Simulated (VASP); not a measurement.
Set up this calculation in VASP 6.6.1, as the native input.

- Task: single point
- Functional: PBE
- Potentials or basis: VASP PAW PBE potentials, release 64 (W_sv)
- Cutoff: 520 eV
- k mesh: 14 × 14 × 14
- Occupations: fermi-dirac, width 0.05 eV
- Spin: no spin polarisation
- Dipole correction: no
- Further INCAR settings: ALGO = Normal; EDIFF = 1e-06; NBANDS = 13

The structure of W lies in POSCAR:

```
W
1.0
    0.0000000000      2.0367442356      2.0367442356
    2.0367442356      0.0000000000      2.0367442356
    2.0367442356      2.0367442356      0.0000000000
W
1
Direct
    0.0000000000      0.0000000000      0.0000000000
```

This cell differs from its parent crystal: volume scaled by 1.01.

One way to write it, as run:

INCAR

```
PREC     = Accurate       # precision mode
ENCUT    = 520            # plane-wave cutoff, eV
EDIFF    = 1E-6           # SCF threshold, eV
ISMEAR   = -1             # smearing method
SIGMA    = 0.05           # smearing width, eV
LREAL    = False          # projectors in reciprocal space
LASPH    = True           # aspherical terms in the spheres
NELM     = 80             # most SCF steps
ALGO     = Normal         # electronic algorithm
ISIF     = 2              # what is computed and relaxed
LWAVE    = False          # write WAVECAR
LCHARG   = False          # write CHGCAR
GGA      = PE             # functional
NBANDS   = 13             # bands
```

KPOINTS

```
regular mesh
0
Gamma
  14 14 14
```

Potentials or basis: VASP PAW PBE potentials, release 64 (W_sv).

Launch:

```sh
$ cat potpaw_PBE.64/W_sv/POTCAR > POTCAR
$ mpirun -np 1 vasp_std > vasp.out
```

It gave:

* Pressure: -6.9 GPa
* Band gap on the k mesh: zero (band 7 reaches 12.98 eV, above the bottom of band 8 at 9.57 eV)

Caveat: spin-orbit coupling is left out, which moves the levels of the heavy elements.

It took 22 s on 1 thread of Intel Xeon 8259CL, with other jobs on the host, peak memory 0.15 GiB.
